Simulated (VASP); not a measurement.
Input of a VASP 6.6.1 run:

INCAR

```
PREC = Accurate
ENCUT = 520
EDIFF = 1E-7
ISMEAR = 0
SIGMA = 0.1
LREAL = F
LASPH = T
NELM = 150
ALGO = Normal
ISIF = 2
LWAVE = F
LCHARG = F
ISPIN = 2
MAGMOM = 0 0 3 3
LORBIT = 11
LMAXMIX = 4
GGA = PE
NBANDS = 24
```

KPOINTS

```
Automatic mesh
0
Gamma
  6 6 4
```

File POSCAR:

```
AlCo
1.0
    3.7548676876      0.0000000000      0.0000000000
   -1.8774338438      3.2518108053      0.0000000000
    0.0000000000      0.0000000000      4.7155033861
Al Co
2 2
Direct
    0.3333333333      0.6666666667      0.2500000000
    0.6666666667      0.3333333333      0.7500000000
    0.0000000000      0.0000000000      0.5000000000
    0.0000000000      0.0000000000      0.0000000000
```

Potentials or basis: VASP PAW PBE potentials, release 64 (Al, Co).

Command:

```bash
$ cat potpaw_PBE.64/Al/POTCAR potpaw_PBE.64/Co/POTCAR > POTCAR
$ mpirun -np 1 vasp_std > vasp.out
```

Q: Predict the site moments.

A: Al -0.02; Co +0.83 μB.

Q: Predict the pressure.

A: -0.2 GPa.

Q: What does it give for the net moment?

A: 1.53 μB per cell.

Stress tensor (GPa, compression positive):
```
-0.23  0.00  0.00
 0.00 -0.23  0.00
 0.00  0.00  0.00
```
